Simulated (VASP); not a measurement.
# TaN (P-6m2) in VASP: notebook

TaN is run at these levels: LDA; tasks: single point.

Everything below comes from runs of VASP 6.6.1. Logs are shortened: lines on timing, memory, paths and dates and some standing lists are left out, and cuts for length are marked.

## Step 1: The cell of the first run

Symmetry: P-6m2, No. 187, hexagonal system. The conventional cell has a = 2.938 Å, b = 2.938 Å, c = 2.883 Å, α = 90.00°, β = 90.00°, γ = 120.00°. Ta (site symmetry -6m2) has 6 N at 2.23 Å and 2 Ta at 2.88 Å within 2.9 Å. Within 2.9 Å of N (site symmetry -6m2) lie 6 Ta at 2.23 Å and 2 N at 2.88 Å.

## Step 2: Single point, LDA

INCAR reads:

```
  ALGO = Normal
  EDIFF = 1E-6
  ENCUT = 520
  ISIF = 2
  ISMEAR = 1
  LASPH = True
  LCHARG = True
  LELF = True
  LREAL = False
  LVHAR = True
  LWAVE = False
  NBANDS = 15
  NELM = 80
  PREC = Accurate
  SIGMA = 0.5
```

KPOINTS reads:

```
k-points
0
Gamma
  12 12 10
```

POSCAR reads:

```
TaN
1.0
    2.9380000000      0.0000000000      0.0000000000
   -1.4690000000      2.5443830000      0.0000000000
    0.0000000000      0.0000000000      2.8830000000
Ta N
1 1
Direct
    0.3333333333      0.6666666667      0.5000000000
    0.0000000000      0.0000000000      0.0000000000
```

Potentials or basis: VASP PAW LDA potentials, release 64 (Ta_pv, N).

The run is started by

```console
$ cat potpaw_LDA.64/Ta_pv/POTCAR potpaw_LDA.64/N/POTCAR > POTCAR
$ mpirun -np 1 vasp_std > vasp.out
```

OUTCAR:

```text
EDIFF = 1E-6
   ENCUT = 520
   ISIF = 2
   ISMEAR = 1
   LASPH = True
   LREAL = False
   NELM = 80
   PREC = Accurate

 ion  position               nearest neighbor table
   1  0.333  0.667  0.500-   2 2.23   2 2.23   2 2.23   2 2.23   2 2.23   2 2.23
   2  0.000  0.000  0.000-   1 2.23   1 2.23   1 2.23   1 2.23   1 2.23   1 2.23

  LATTYP: Found a hexagonal cell.
 ALAT       =     2.9380000000
 C/A-ratio  =     0.9812797822

  Lattice vectors:

 A1 = (   2.9380000000,   0.0000000000,   0.0000000000)
 A2 = (  -1.4690000000,   2.5443830000,   0.0000000000)
 A3 = (   0.0000000000,   0.0000000000,   2.8830000000)

Analysis of symmetry for initial positions (statically):
=====================================================================
 Subroutine PRICEL returns:
 Original cell was already a primitive cell.

 Routine SETGRP: Setting up the symmetry group for a
 hexagonal supercell.

 Subroutine GETGRP returns: Found 12 space group operations
 (whereof 12 operations were pure point group operations)
 out of a pool of 24 trial point group operations.

The static configuration has the point symmetry D_3h.

Analysis of symmetry for dynamics (positions and initial velocities):
=====================================================================
 Subroutine PRICEL returns:
 Original cell was already a primitive cell.

 Routine SETGRP: Setting up the symmetry group for a
 hexagonal supercell.

 Subroutine GETGRP returns: Found 12 space group operations
 (whereof 12 operations were pure point group operations)
 out of a pool of 24 trial point group operations.

The dynamic configuration has the point symmetry D_3h.

 Subroutine INISYM returns: Found 12 space group operations
 (whereof 12 operations are pure point group operations),
 and found     1 'primitive' translations

----------------------------------------------------------------------------------------

                                     Primitive cell

  volume of cell :      21.5516

  direct lattice vectors                    reciprocal lattice vectors
     2.938000000  0.000000000  0.000000000     0.340367597  0.196511296  0.000000000
    -1.469000000  2.544383000  0.000000000     0.000000000  0.393022591  0.000000000
     0.000000000  0.000000000  2.883000000     0.000000000  0.000000000  0.346860909

  length of vectors
     2.938000000  2.938000315  2.883000000     0.393022633  0.393022591  0.346860909

  position of ions in fractional coordinates (direct lattice)
[... 84 lines left out ...]
   NFREE  =      0    steps in history (QN), initial steepest desc. (CG)
   ISIF   =      2    stress and relaxation
   ISYM   =      2    0-nonsym 1-usesym 2-fastsym
   POTIM  = 0.5000    time-step for ionic-motion
   TEBEG  =    0.0;   TEEND  =   0.0 temperature during run
   PSTRESS=    0.0 pullay stress
   NELECT =      16.0000    total number of electrons
   NUPDOWN=      -1.0000    fix difference up-down
   EMIN   =  10.00;   EMAX   =-10.00  energy-range for DOS
   EFERMI =   0.00;   METHOD = LEGACY
   ISMEAR =     1;   SIGMA  =   0.50  broadening in eV -4-tet -1-fermi 0-gaus
   EFERMI_NEDOS =   21; number of points for ismear=-14 and -15
   IALGO  =     38    algorithm
   IMIX   =      4    mixing-type and parameters
     AMIX     =   0.40;   BMIX     =  1.00
     AMIX_MAG =   1.60;   BMIX_MAG =  1.00
  volume/ion in A,a.u.               =      10.78        72.72
  Fermi-wavevector in a.u.,A,eV,Ry     =   1.482365  2.801264 29.897528  2.197406
  Thomas-Fermi vector in A             =   2.596160
   LORBIT       =      0    0 simple, 1 ext, 2 COOP (PROOUT), +10 PAW based schemes
   GGA     = CA    functional components
   LHFCALC =     F    Hartree Fock is set to
   AEXX    =    0.0000 exact exchange contribution
   IVDW    =     0    specifies the selected vdW correction
   LEPSILON=     F    determine dielectric tensor
   LRPA    =     F    only Hartree local field effects (RPA)
 non-spin polarized calculation
 Methfessel and Paxton  Order N= 1 SIGMA  =   0.50
  energy-cutoff  :      520.00
  volume of cell :       21.55
 maximum number of plane-waves:       599
 NGX is ok and might be reduce to    24
   NGX = 11   NGY = 11   NGZ = 11

 number of electron      16.0000001 magnetization

 Free energy of the ion-electron system (eV)
  ---------------------------------------------------
  ext. energy  EPLUGINS =         0.00000000
  ---------------------------------------------------
  free energy    TOTEN  =       -24.69642678 eV

  energy without entropy =      -24.70920329  energy(sigma->0) =      -24.70068561

 E-fermi :   7.9958     XC(G=0): -13.5828

 val. band max:        7.9903727370   @ k =   0.0000   0.0000   0.5000
 cond. band min:       8.0730482115   @ k =   0.0000   0.0000   0.4000
 fundamental gap:      0.0826754746
 Fermi energy:         7.9958398224

 k-point     1 :       0.0000    0.0000    0.0000
  band No.  band energies     occupation
      1     -26.5265      2.00000
      2     -26.2606      2.00000
      3     -26.2606      2.00000
      4      -9.4294      2.00000
      5       3.5630      2.00000
      6       3.5630      2.00000
      7       3.9095      2.00000
      8       5.2329      2.00000
      9      10.4746     -0.00000
     10      11.6867     -0.00000
     11      11.6867     -0.00000
     12      12.0362     -0.00000
     13      12.0362     -0.00000
     14      20.4875      0.00000
[... 401 lines left out ...]
      2     -26.5024      2.00000
      3     -26.4311      2.00000
      4      -7.6514      2.00000
      5       0.5986      2.00000
      6       3.0997      2.00000
      7       4.4853      2.00000
      8       5.4174      2.00000
      9      10.7681     -0.00000
     10      11.0313     -0.00000
     11      12.6624     -0.00000
     12      13.0902     -0.00000
     13      15.2429     -0.00000
     14      20.4958      0.00000
     15      21.2784      0.00000

 [... further k-points ...]
[... 5 lines left out ...]
  --------------------------------------------------------------------------------------
  -------------------------------------------------------------------------------------
  Total       -1.2669955     -1.2669959     -1.4375662      0.0000000     -0.0000000      0.0000000
  in kB      -94.1904199    -94.1904468   -106.8709090      0.0000000     -0.0000000      0.0000000
  external PRESSURE =     -98.4172586 kB  Pullay stress =       0.0000000 kB

 VOLUME and BASIS-vectors are now :
 -----------------------------------------------------------------------------
  energy-cutoff  :      520.00
  volume of cell :       21.55
      direct lattice vectors                 reciprocal lattice vectors
     2.938000000  0.000000000  0.000000000     0.340367597  0.196511296  0.000000000
    -1.469000000  2.544383000  0.000000000     0.000000000  0.393022591  0.000000000
     0.000000000  0.000000000  2.883000000     0.000000000  0.000000000  0.346860909

 POSITION                                       TOTAL-FORCE (eV/Angst)
 -----------------------------------------------------------------------------------
     -0.00000      1.69626      1.44150         0.000000      0.000000      0.000000
      0.00000      0.00000      0.00000        -0.000000     -0.000000      0.000000
 -----------------------------------------------------------------------------------
    total drift:                                0.000000      0.000005     -0.000000

  FREE ENERGIE OF THE ION-ELECTRON SYSTEM (eV)
  ---------------------------------------------------
  free  energy   TOTEN  =       -24.6964267761 eV

  energy  without entropy=      -24.7092032918  energy(sigma->0) =      -24.70068561
```

OSZICAR:

```text
N       E                     dE             d eps       ncg     rms          rms(c)
DAV:   1     0.868755043924E+02    0.86876E+02   -0.88476E+03  3420   0.113E+03
DAV:   2    -0.246045943748E+02   -0.11148E+03   -0.10493E+03  4148   0.298E+02
DAV:   3    -0.272470755451E+02   -0.26425E+01   -0.26303E+01  4043   0.420E+01
DAV:   4    -0.272569923217E+02   -0.99168E-02   -0.99133E-02  4435   0.284E+00
DAV:   5    -0.272570534865E+02   -0.61165E-04   -0.61161E-04  3994   0.206E-01    0.234E+01
DAV:   6    -0.248359176529E+02    0.24211E+01   -0.42668E+00  4148   0.234E+01    0.991E+00
DAV:   7    -0.247383519723E+02    0.97566E-01   -0.57175E-01  3623   0.557E+00    0.678E+00
DAV:   8    -0.247029752681E+02    0.35377E-01   -0.15608E-01  3952   0.331E+00    0.132E+00
DAV:   9    -0.246966487129E+02    0.63266E-02   -0.13769E-02  3714   0.936E-01    0.185E-01
DAV:  10    -0.246965108635E+02    0.13785E-03   -0.73017E-04  3994   0.317E-01    0.125E-01
DAV:  11    -0.246964258454E+02    0.85018E-04   -0.12225E-04  3700   0.101E-01    0.142E-02
DAV:  12    -0.246964267761E+02   -0.93067E-06   -0.93346E-06  3707   0.248E-02
   1 F= -.24696427E+02 E0= -.24700686E+02  d E =0.127765E-01
```

stdout:

```text
POSCAR found type information on POSCAR TaN
 POSCAR found :  2 types and       2 ions
 scaLAPACK will be used
 LDA part: xc-table for (Slater(with rela. corr.)+CA(PZ))
 , standard interpolation
 POSCAR, INCAR and KPOINTS ok, starting setup
 FFT: planning ... GRIDC
 FFT: planning ... GRID_SOFT
 FFT: planning ... GRID
 WAVECAR not read
 entering main loop
```

Run time: 19 s. Hardware: 1 thread of AMD EPYC 9R14 (Zen 4), shared host; peak memory 0.13 GiB.

What came out:

| Property | Result |
| --- | --- |
| Free energy | -24.6964 eV |
| Pressure | -9.8 GPa |
| Band gap on the k mesh | zero (band 8 reaches 8.48 eV, above the bottom of band 9 at 7.99 eV) |

Caveat: spin-orbit coupling is left out, which moves the levels of the heavy elements.

## Step 3: Single point, LDA

INCAR reads:

```
  PREC = Accurate
  ENCUT = 520
  EDIFF = 1E-6
  ISMEAR = 1
  SIGMA = 0.3
  LREAL = False
  LASPH = True
  NELM = 60
  ALGO = Normal
  ISIF = 2
  LWAVE = False
  LCHARG = True
  GGA = CA
  LELF = True
  LVHAR = True
  NBANDS = 15
```

KPOINTS reads:

```
regular mesh
0
Gamma
  12 12 10
```

POSCAR is that of step 2.

Potentials or basis: VASP PAW LDA potentials, release 64 (Ta_pv, N).

The run is started by

```console
$ cat potpaw_LDA.64/Ta_pv/POTCAR potpaw_LDA.64/N/POTCAR > POTCAR
$ mpirun -np 1 vasp_std > vasp.out
```

Run time: 19 s. Hardware: 1 thread of AMD EPYC 9R14 (Zen 4), shared host; peak memory 0.13 GiB.

Results (log left out):

| Quantity | Value |
| --- | --- |
| Free energy | -24.7004 eV |
| Pressure | -9.8 GPa |
| Band gap on the k mesh | zero (band 8 reaches 8.48 eV, above the bottom of band 9 at 7.99 eV) |

Stress tensor (GPa, compression positive):
```
 -9.37   0.00   0.00
  0.00  -9.37   0.00
  0.00   0.00 -10.59
```

Levels at points of the mesh, in eV from the Fermi level:
```
           k point  band 4  band 5  band 6  band 7  band 8  band 9  band 10  band 11  band 12  band 13
(0.00, 0.00, 0.00)  -17.46   -4.47   -4.47   -4.12   -2.80    2.44     3.66     3.66     4.00     4.00
(0.50, 0.00, 0.00)  -15.11   -8.16   -5.11   -3.40   -3.05    3.02     4.11     5.26     5.35     7.64
(0.00, 0.00, 0.50)  -14.73   -9.23   -3.66   -3.66   -0.04   -0.04     2.51     3.35     3.35     8.37
(0.50, 0.00, 0.50)  -15.44   -7.22   -6.05   -5.60   -0.21    4.26     5.40     6.12     7.11    10.25
```

Caveat: spin-orbit coupling is left out, which moves the levels of the heavy elements.

## Step 4: Single point, LDA

INCAR reads:

```
SYSTEM = TaN
PREC = Accurate
ENCUT = 520
EDIFF = 1E-7
ISMEAR = 1
SIGMA = 0.2
LREAL = .FALSE.
LASPH = .TRUE.
NELM = 80
ALGO = Normal
ISIF = 2
LWAVE = .FALSE.
LCHARG = .TRUE.
GGA = CA
LELF = .TRUE.
LVHAR = .TRUE.
NBANDS = 15
```

KPOINTS reads:

```
regular mesh
0
G
  12 12 10
  0 0 0
```

POSCAR is that of step 3.

The run is started by

```console
$ cat potpaw_LDA.64/Ta_pv/POTCAR potpaw_LDA.64/N/POTCAR > POTCAR
$ mpirun -np 1 vasp_std > vasp.out
```

It took 20 s on 1 thread of AMD EPYC 9R14 (Zen 4), shared host; peak memory 0.12 GiB.

It converged, with:

- Free energy: -24.7008 eV
- Pressure: -9.8 GPa
- Band gap on the k mesh: zero (band 8 reaches 8.48 eV, above the bottom of band 9 at 7.99 eV)

Stress tensor (GPa, compression positive):
```
 -9.35   0.00   0.00
  0.00  -9.35   0.00
  0.00   0.00 -10.71
```

Levels at points of the mesh, in eV from the Fermi level:
| k point | band 5 | band 6 | band 7 | band 8 | band 9 | band 10 | band 11 | band 12 |
| --- | --- | --- | --- | --- | --- | --- | --- | --- |
| (0.00, 0.00, 0.00) | -4.58 | -4.58 | -4.24 | -2.91 | 2.33 | 3.54 | 3.54 | 3.89 |
| (0.50, 0.00, 0.00) | -8.28 | -5.22 | -3.51 | -3.17 | 2.90 | 3.99 | 5.14 | 5.23 |
| (0.00, 0.00, 0.50) | -9.34 | -3.77 | -3.77 | -0.15 | -0.15 | 2.40 | 3.24 | 3.24 |
| (0.50, 0.00, 0.50) | -7.33 | -6.17 | -5.72 | -0.32 | 4.15 | 5.29 | 6.01 | 7.00 |

Caveat: spin-orbit coupling is left out, which moves the levels of the heavy elements.

## Step 5: Single point, LDA

INCAR reads:

```
PREC = Accurate
ENCUT = 520
EDIFF = 1E-6
ISMEAR = 1
SIGMA = 0.1
LREAL = F
LASPH = T
NELM = 80
ALGO = Normal
ISIF = 2
LWAVE = F
LCHARG = F
NBANDS = 15
```

KPOINTS reads:

```
regular mesh
0
Gamma
  12 12 10
```

POSCAR is that of step 4.

The run is started by

```console
$ cat potpaw_LDA.64/Ta_pv/POTCAR potpaw_LDA.64/N/POTCAR > POTCAR
$ mpirun -np 1 vasp_std > vasp.out
```

Run time: 18 s. Hardware: 1 thread of AMD EPYC 9R14 (Zen 4), shared host; peak memory 0.13 GiB.

The run converged. Its results:

- Free energy: -24.7008 eV
- Pressure: -9.8 GPa
- Band gap on the k mesh: zero (band 8 reaches 8.48 eV, above the bottom of band 9 at 7.99 eV)

Stress tensor (GPa, compression positive):
```
 -9.35   0.00   0.00
  0.00  -9.35   0.00
  0.00   0.00 -10.72
```

Levels at points of the mesh, in eV from the Fermi level:
```tsv
k point	band 4	band 5	band 6	band 7	band 8	band 9	band 10	band 11	band 12	band 13
(0.00, 0.00, 0.00)	-17.62	-4.63	-4.63	-4.28	-2.96	2.28	3.50	3.50	3.85	3.85
(0.50, 0.00, 0.00)	-15.27	-8.32	-5.27	-3.56	-3.21	2.86	3.95	5.10	5.19	7.48
(0.00, 0.00, 0.50)	-14.89	-9.39	-3.82	-3.82	-0.20	-0.20	2.35	3.19	3.19	8.21
(0.50, 0.00, 0.50)	-15.60	-7.37	-6.21	-5.76	-0.36	4.11	5.25	5.97	6.96	10.10
```

Caveat: spin-orbit coupling is left out, which moves the levels of the heavy elements.

## Step 6: Overview

| smearing | gap on the mesh (eV) | pressure (GPa) |
| --- | --- | --- |
| methfessel-paxton 0.5 eV | none | -9.8 |
| methfessel-paxton 0.3 eV | none | -9.8 |
| methfessel-paxton 0.2 eV | none | -9.8 |
| methfessel-paxton 0.1 eV | none | -9.8 |

Alike in all rows: task single point; level LDA; potentials or basis VASP PAW LDA potentials, release 64 (Ta_pv, N); no spin polarisation; cell as given; k mesh 12 × 12 × 10; cutoff (eV) 520.

Every run on the cell as given and a fine mesh finds a metal.

Caveats: spin-orbit coupling is left out, which moves the levels of the heavy elements.

Total energies depend on the potentials used, so only differences within one code and one set of settings carry meaning.
